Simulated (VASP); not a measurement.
Here is a VASP 6.6.1 calculation.

The input INCAR:

```
SYSTEM = CdTe
ALGO = Normal ; EDIFF = 1E-8
ENCUT = 520 ; GGA = PS
IBRION = 8 ; ISIF = 2
ISMEAR = 0 ; LASPH = .TRUE.
LCHARG = .FALSE. ; LREAL = .FALSE.
LWAVE = .FALSE. ; NBANDS = 16
NELM = 80 ; NSW = 1
PREC = Accurate ; SIGMA = 0.01
```

Contents of KPOINTS:

```
k-points
0
G
  6 6 6
  0 0 0
```

Contents of POSCAR:

```
CdTe
1.0
    0.0000000000      3.2768325246      3.2768325246
    3.2768325246      0.0000000000      3.2768325246
    3.2768325246      3.2768325246      0.0000000000
Cd Te
1 1
Direct
    0.0000000000      0.0000000000      0.0000000000
    0.7500000000      0.7500000000      0.7500000000
```

Potentials or basis: VASP PAW PBE potentials, release 64 (Cd, Te).

The run is started by

```console
$ cat potpaw_PBE.64/Cd/POTCAR potpaw_PBE.64/Te/POTCAR > POTCAR
$ mpirun -np 1 vasp_std > vasp.out
```

(1) What does it give for the highest phonon frequency at Γ, LO-TO splitting left out?

## Answers

(1) 135 cm⁻¹.
